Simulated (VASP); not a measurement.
# MnClF (P4/nmm) in VASP: density of states with PBE

Aim: the density of states of MnClF with PBE.

Program: VASP 6.6.1. These are calculated values, not measurements. Logs are shortened: lines on timing, memory, paths and dates and some standing lists are left out, and cuts for length are marked.

### Step 1. The cell of the first run

It takes space group P4/nmm (No. 129, tetragonal). Conventional cell: a = 3.913 Å, b = 3.913 Å, c = 6.423 Å, α = 90.00°, β = 90.00°, γ = 90.00°. Cl (site symmetry 4mm) has 6 Mn at 2.86 to 3.57 Å and 4 F at 2.98 Å and 4 Cl at 3.37 Å within 3.8 Å. F (site symmetry -4m2) has 4 Mn at 2.36 Å and 4 F at 2.77 Å and 4 Cl at 2.98 Å within 3.1 Å. Mn (site symmetry 4mm) has 4 F at 2.36 Å and 5 Cl at 2.86 to 2.92 Å within 3.1 Å.

### Step 2. Density of states, PBE

POSCAR

```
MnClF
1.0
    3.9132309500      0.0000000000      0.0000000000
    0.0000000000      3.9132309500      0.0000000000
    0.0000000000      0.0000000000      6.4230941200
Cl F Mn
2 2 2
Direct
    0.2500000000      0.2500000000      0.6491000000
    0.7500000000      0.7500000000      0.3509000000
    0.7500000000      0.2500000000      0.0000000000
    0.2500000000      0.7500000000      0.0000000000
    0.2500000000      0.2500000000      0.2044500000
    0.7500000000      0.7500000000      0.7955500000
```

INCAR.step1

```
SYSTEM = MnClF
PREC = Accurate
ENCUT = 520
EDIFF = 1E-6
ISMEAR = -1
SIGMA = 0.1
LREAL = .FALSE.
LASPH = .TRUE.
NELM = 100
ALGO = Normal
ISIF = 2
LWAVE = .FALSE.
LCHARG = .TRUE.
LMAXMIX = 4
GGA = PE
NBANDS = 36
```

KPOINTS.step1

```
regular mesh
0
G
  9 9 5
  0 0 0
```

INCAR.step2

```
SYSTEM = MnClF
PREC = Accurate
ENCUT = 520
EDIFF = 1E-6
ISMEAR = -5
SIGMA = 0.1
LREAL = .FALSE.
LASPH = .TRUE.
NELM = 100
ALGO = Normal
ISIF = 2
LWAVE = .FALSE.
LCHARG = .FALSE.
LMAXMIX = 4
GGA = PE
LORBIT = 11
NEDOS = 2001
ICHARG = 11
```

KPOINTS.step2

```
regular mesh
0
G
  14 14 8
  0 0 0
```

Potentials or basis: VASP PAW PBE potentials, release 64 (Cl, F, Mn_pv).

The run is started by

```sh
> cat potpaw_PBE.64/Cl/POTCAR potpaw_PBE.64/F/POTCAR potpaw_PBE.64/Mn_pv/POTCAR > POTCAR
> cp INCAR.step1 INCAR
> cp KPOINTS.step1 KPOINTS
> mpirun -np 1 vasp_std > vasp.out
> cp INCAR.step2 INCAR
> cp KPOINTS.step2 KPOINTS
> mpirun -np 1 vasp_std > vasp.out
```

OUTCAR:

```text
SYSTEM = MnClF
   PREC = Accurate
   ENCUT = 520
   EDIFF = 1E-6
   ISMEAR = -5
   LREAL = .FALSE.
   LASPH = .TRUE.
   NELM = 100
   ISIF = 2
   GGA = PE
   LORBIT = 11
   ICHARG = 11

 ion  position               nearest neighbor table
   1  0.250  0.250  0.649-   5 2.86
   2  0.750  0.750  0.351-   6 2.86
   3  0.750  0.250  0.000-   5 2.36   6 2.36   6 2.36   5 2.36
   4  0.250  0.750  0.000-   5 2.36   6 2.36   5 2.36   6 2.36
   5  0.250  0.250  0.204-   3 2.36   4 2.36   4 2.36   3 2.36   1 2.86
   6  0.750  0.750  0.796-   3 2.36   4 2.36   3 2.36   4 2.36   2 2.86

  LATTYP: Found a simple tetragonal cell.
 ALAT       =     3.9132309500
 C/A-ratio  =     1.6413787487

  Lattice vectors:

 A1 = (   3.9132309500,   0.0000000000,   0.0000000000)
 A2 = (   0.0000000000,   3.9132309500,   0.0000000000)
 A3 = (   0.0000000000,   0.0000000000,   6.4230941200)

Analysis of symmetry for initial positions (statically):
=====================================================================
 Subroutine PRICEL returns:
 Original cell was already a primitive cell.

 Routine SETGRP: Setting up the symmetry group for a
 simple tetragonal supercell.

 Subroutine GETGRP returns: Found 16 space group operations
 (whereof  4 operations were pure point group operations)
 out of a pool of 16 trial point group operations.

The static configuration has the point symmetry C_2h.
 The point group associated with its full space group is D_4h.

Analysis of symmetry for dynamics (positions and initial velocities):
=====================================================================
 Subroutine PRICEL returns:
 Original cell was already a primitive cell.

 Routine SETGRP: Setting up the symmetry group for a
 simple tetragonal supercell.

 Subroutine GETGRP returns: Found 16 space group operations
 (whereof  4 operations were pure point group operations)
 out of a pool of 16 trial point group operations.

The dynamic configuration has the point symmetry C_2h.
 The point group associated with its full space group is D_4h.

 Subroutine INISYM returns: Found 16 space group operations
 (whereof  4 operations are pure point group operations),
 and found     1 'primitive' translations

----------------------------------------------------------------------------------------

                                     Primitive cell

  volume of cell :      98.3593

  direct lattice vectors                    reciprocal lattice vectors
     3.913230950  0.000000000  0.000000000     0.255543313  0.000000000  0.000000000
     0.000000000  3.913230950  0.000000000     0.000000000  0.255543313  0.000000000
     0.000000000  0.000000000  6.423094120     0.000000000  0.000000000  0.155688206

  length of vectors
     3.913230950  3.913230950  6.423094120     0.255543313  0.255543313  0.155688206

  position of ions in fractional coordinates (direct lattice)
     0.250000000  0.250000000  0.649100000
     0.750000000  0.750000000  0.350900000
     0.750000000  0.250000000  0.000000000
     0.250000000  0.750000000  0.000000000
     0.250000000  0.250000000  0.204450000
     0.750000000  0.750000000  0.795550000

  ion indices of the primitive-cell ions
   primitive index   ion index
                 1           1
                 2           2
                 3           3
                 4           4
                 5           5
                 6           6

----------------------------------------------------------------------------------------

 KPOINTS: regular mesh

Automatic generation of k-mesh.
 Grid dimensions read from file:
 generate k-points for:   14   14    8

 Generating k-lattice:

  Cartesian coordinates                     Fractional coordinates (reciprocal lattice)
     0.018253094  0.000000000  0.000000000     0.071428571  0.000000000  0.000000000
     0.000000000  0.018253094  0.000000000     0.000000000  0.071428571  0.000000000
     0.000000000  0.000000000  0.019461026     0.000000000  0.000000000  0.125000000

  Length of vectors
     0.018253094  0.018253094  0.019461026

  Shift w.r.t. Gamma in fractional coordinates (k-lattice)
     0.000000000  0.000000000  0.000000000

 TETIRR: Found   2352 inequivalent tetrahedra from     9408

 Subroutine IBZKPT returns following result:
 ===========================================

 Found    180 irreducible k-points:

 Following reciprocal coordinates:
            Coordinates               Weight
  0.000000  0.000000  0.000000      1.000000
  0.071429  0.000000  0.000000      4.000000
  0.142857  0.000000  0.000000      4.000000
  0.214286  0.000000  0.000000      4.000000
  0.285714  0.000000  0.000000      4.000000
  0.357143  0.000000  0.000000      4.000000
[... 16 lines left out ...]
  0.285714  0.214286  0.000000      8.000000
  0.357143  0.214286  0.000000      8.000000
 [... further k-points ...]
   k-points           NKPTS =    180   k-points in BZ     NKDIM =    180   number of bands    NBANDS=     32
   number of dos      NEDOS =   2001   number of ions     NIONS =      6
   total plane-waves  NPLWV =  43200
   dimension x,y,z NGX =    30 NGY =   30 NGZ =   48
   dimension x,y,z NGXF=    60 NGYF=   60 NGZF=   96
   ions per type =               2   2   2
   NGX,Y,Z   is equivalent  to a cutoff of  12.74, 12.74, 12.42 a.u.
   NGXF,Y,Z  is equivalent  to a cutoff of  25.49, 25.49, 24.85 a.u.
 SYSTEM =  MnClF
   PREC   = accura    normal or accurate (medium, high low for compatibility)
   ISTART =      0    job   : 0-new  1-cont  2-samecut
   ICHARG =     11    charge: 1-file 2-atom 10-const
   ISPIN  =      1    spin polarized calculation?
   LNONCOLLINEAR =      F non collinear calculations
   LSORBIT =      F    spin-orbit coupling
   LASPH  =      T    aspherical Exc in radial PAW
   ENCUT  =  520.0 eV  38.22 Ry    6.18 a.u.   7.28  7.28 11.94*2*pi/ulx,y,z
   NELM   =    100;   NELMIN=  2; NELMDL=  0     # of ELM steps
   EDIFF  = 0.1E-05   stopping-criterion for ELM
   LREAL  =      F    real-space projection
   EDIFFG = 0.1E-04   stopping-criterion for IOM
   NSW    =      0    number of steps for IOM
   IBRION =     -1    ionic relax: 0-MD 1-quasi-New 2-CG
   NFREE  =      0    steps in history (QN), initial steepest desc. (CG)
   ISIF   =      2    stress and relaxation
   ISYM   =      2    0-nonsym 1-usesym 2-fastsym
   POTIM  = 0.5000    time-step for ionic-motion
   TEBEG  =    0.0;   TEEND  =   0.0 temperature during run
   PSTRESS=    0.0 pullay stress
   NELECT =      54.0000    total number of electrons
   NUPDOWN=      -1.0000    fix difference up-down
   EMIN   =  10.00;   EMAX   =-10.00  energy-range for DOS
   EFERMI =   0.00;   METHOD = LEGACY
   ISMEAR =    -5;   SIGMA  =   0.10  broadening in eV -4-tet -1-fermi 0-gaus
   EFERMI_NEDOS =   21; number of points for ismear=-14 and -15
   IALGO  =     38    algorithm
   IMIX   =      4    mixing-type and parameters
     AMIX     =   0.40;   BMIX     =  1.00
     AMIX_MAG =   1.60;   BMIX_MAG =  1.00
  volume/ion in A,a.u.               =      16.39       110.63
  Fermi-wavevector in a.u.,A,eV,Ry     =   1.340503  2.533183 24.448952  1.796947
  Thomas-Fermi vector in A             =   2.468810
   LORBIT       =     11    0 simple, 1 ext, 2 COOP (PROOUT), +10 PAW based schemes
   GGA     = PE    functional components
   LHFCALC =     F    Hartree Fock is set to
   AEXX    =    0.0000 exact exchange contribution
   IVDW    =     0    specifies the selected vdW correction
   LEPSILON=     F    determine dielectric tensor
   LRPA    =     F    only Hartree local field effects (RPA)
 non-spin polarized calculation
 Fermi weights with tetrahedron method with Bloechl corrections
  energy-cutoff  :      520.00
  volume of cell :       98.36
 maximum number of plane-waves:      2688
 NGX is ok and might be reduce to    30

 number of electron      53.9999932 magnetization

 Free energy of the ion-electron system (eV)
  ---------------------------------------------------
  ext. energy  EPLUGINS =         0.00000000
  ---------------------------------------------------
  free energy    TOTEN  =       -25.85217378 eV

  energy without entropy =      -25.85217378  energy(sigma->0) =      -25.85217378

 E-fermi :   3.7843     XC(G=0): -10.0814

 val. band max:        3.7986195071   @ k =   0.3571   0.0000   0.2500
 cond. band min:       3.7759382561   @ k =   0.4286   0.0000   0.5000
 fundamental gap:     -0.0226812510
 Fermi energy:         3.7842534578

 k-point     1 :       0.0000    0.0000    0.0000
  band No.  band energies     occupation
      1     -44.2133      2.00000
      2     -44.2133      2.00000
      3     -44.2121      2.00000
      4     -44.2121      2.00000
      5     -44.1773      2.00000
      6     -44.1741      2.00000
[... 24 lines left out ...]
     31       4.2185      0.00000
     32       4.2185      0.00000

 k-point     2 :       0.0714    0.0000    0.0000
  band No.  band energies     occupation
      1     -44.2134      2.00000
      2     -44.2132      2.00000
      3     -44.2122      2.00000
      4     -44.2121      2.00000
      5     -44.1772      2.00000
      6     -44.1741      2.00000
[... 24 lines left out ...]
     31       4.1983      0.00000
     32       4.2110      0.00000
[... 733 lines left out ...]
     31       3.9472      0.00000
     32       4.1334      0.00000

 k-point    24 :       0.3571    0.2143    0.0000
  band No.  band energies     occupation
      1     -44.2149      2.00000
      2     -44.2146      2.00000
      3     -44.2133      2.00000
      4     -44.2129      2.00000
      5     -44.1758      2.00000
      6     -44.1748      2.00000
[... 24 lines left out ...]
     31       3.9486      0.00000
     32       4.0910      0.00000

 [... further k-points ...]
[... 5 lines left out ...]
  --------------------------------------------------------------------------------------
  -------------------------------------------------------------------------------------
  Total       -9.3697155     -9.3697155     -7.9186089     -0.0000000     -0.0000000      0.0000000
  in kB     -152.6236168   -152.6236168   -128.9864925     -0.0000000     -0.0000000      0.0000000
  external PRESSURE =    -144.7445754 kB  Pullay stress =       0.0000000 kB

 VOLUME and BASIS-vectors are now :
 -----------------------------------------------------------------------------
  energy-cutoff  :      520.00
  volume of cell :       98.36
      direct lattice vectors                 reciprocal lattice vectors
     3.913230950  0.000000000  0.000000000     0.255543313  0.000000000  0.000000000
     0.000000000  3.913230950  0.000000000     0.000000000  0.255543313  0.000000000
     0.000000000  0.000000000  6.423094120     0.000000000  0.000000000  0.155688206

 POSITION                                       TOTAL-FORCE (eV/Angst)
 -----------------------------------------------------------------------------------
      0.97831      0.97831      4.16923        -0.000000     -0.000000     -0.361260
      2.93492      2.93492      2.25386        -0.000000      0.000000      0.361260
      2.93492      0.97831      0.00000         0.000000      0.000000     -0.000000
      0.97831      2.93492      0.00000         0.000000     -0.000000     -0.000000
      0.97831      0.97831      1.31320        -0.000000      0.000000     -0.549727
      2.93492      2.93492      5.10989         0.000000      0.000000      0.549727
 -----------------------------------------------------------------------------------
    total drift:                                0.000000      0.000000      0.000000

  FREE ENERGIE OF THE ION-ELECTRON SYSTEM (eV)
  ---------------------------------------------------
  free  energy   TOTEN  =       -25.8521737792 eV

  energy  without entropy=      -25.8521737792  energy(sigma->0) =      -25.85217378

 total charge

# of ion       s       p       d       tot
------------------------------------------
    1        1.613   3.417   0.000   5.030
    2        1.613   3.417   0.000   5.030
    3        1.748   4.252   0.000   6.000
    4        1.748   4.252   0.000   6.000
    5        0.119   6.071   5.012  11.202
    6        0.119   6.071   5.012  11.202
--------------------------------------------------
tot          6.960  27.480  10.025  44.465
```

Run time: 6.2 min. Hardware: 1 thread of Intel Xeon 6975P-C, shared host; peak memory 0.55 GiB.

Results:

```
Valence electrons inside the program's atomic spheres : Cl 5.03; F 6.00; Mn 11.20
```

Caveat: the run has no spin polarisation, though such a crystal can be magnetic; semilocal functionals often make such compounds metallic where correlation or magnetic order opens a gap, which also shifts bond lengths; tetrahedron occupations give inexact forces and stress in metals. Spin polarisation is off, so any magnetic state and its effect on volume and gap are missing.
